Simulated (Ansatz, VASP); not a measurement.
# Mo: VASP beside Ansatz

INCAR

```
PREC = Accurate ; ENCUT = 520
EDIFF = 1E-7 ; ISMEAR = -1
SIGMA = 0.05 ; LREAL = F
LASPH = T ; NELM = 150
ALGO = Fast ; ISIF = 2
LWAVE = F ; LCHARG = F
LNONCOLLINEAR = T ; MAGMOM = 0 0 0
LORBIT = 11 ; LSORBIT = T
GGA_COMPAT = F ; LORBMOM = T
LMAXMIX = 4 ; NBANDS = 25
```

KPOINTS

```
Automatic mesh
0
Gamma
  9 9 9
```

Contents of POSCAR:

```
Mo
1.0
   -1.5838089719      1.5838089719      1.5838089719
    1.5838089719     -1.5838089719      1.5838089719
    1.5838089719      1.5838089719     -1.5838089719
Mo
1
Direct
    0.0000000000      0.0000000000      0.0000000000
```

The input input.yaml:

```yaml
crystal:
  lattice:
    - [-1.5838089719, 1.5838089719, 1.5838089719]
    - [1.5838089719, -1.5838089719, 1.5838089719]
    - [1.5838089719, 1.5838089719, -1.5838089719]
  atoms:
    - { symbol: Mo, position: [0.0, 0.0, 0.0] }
hamiltonian:
  xc: lda
  pseudopotentials: { kind: paw_fr }
magnetization:
  noncollinear: true
  spin_orbit: true
kpoints:
  mp_grid: { grid: [9, 9, 9] }
  band_path:
    path:
      - [[0.0, 0.0, 0.0], [0.5, -0.5, 0.5], [0.0, 0.0, 0.5], [0.0, 0.0, 0.0], [0.25, 0.25, 0.25], [0.5, -0.5, 0.5]]
      - [[0.25, 0.25, 0.25], [0.0, 0.0, 0.5]]
    npoints: 14
scf:
  occupations: { method: fermi_dirac, width: 0.05 }
  n_extra_bands: 6
output:
  forces: true
  stress: true
  eigenvalues: true
  fatbands: false
  write_density: true
  write_potential: true
  elf: true
  volumetric_format: npy
```

Alike in both runs: functional LDA; k mesh 9 × 9 × 9; occupations fermi-dirac, width 0.05 eV; non-collinear spin, spin-orbit coupling.

|  | VASP | Ansatz |
| --- | --- | --- |
| version | VASP 6.6.1 | Ansatz 0.2.0 |
| potentials or method | VASP PAW LDA potentials, release 64 (Mo_sv) | Ansatz PAW |
| plane-wave cutoff (eV) | 520 | 420 |
| valence electrons in the cell | 14 | 14 |
| task | single point | band structure |

Ansatz gave:

| Item | Value |
| --- | --- |
| pressure (GPa) | -14.3 |
| net moment per atom (μB) | 0.00 |

Question: What did VASP give for the same quantities?

Answer: Pressure (GPa): -13.2; net moment per atom (μB): 0.00.

LDA's correlation is that of Perdew and Zunger in VASP and of Perdew and Wang (1992) in Ansatz.
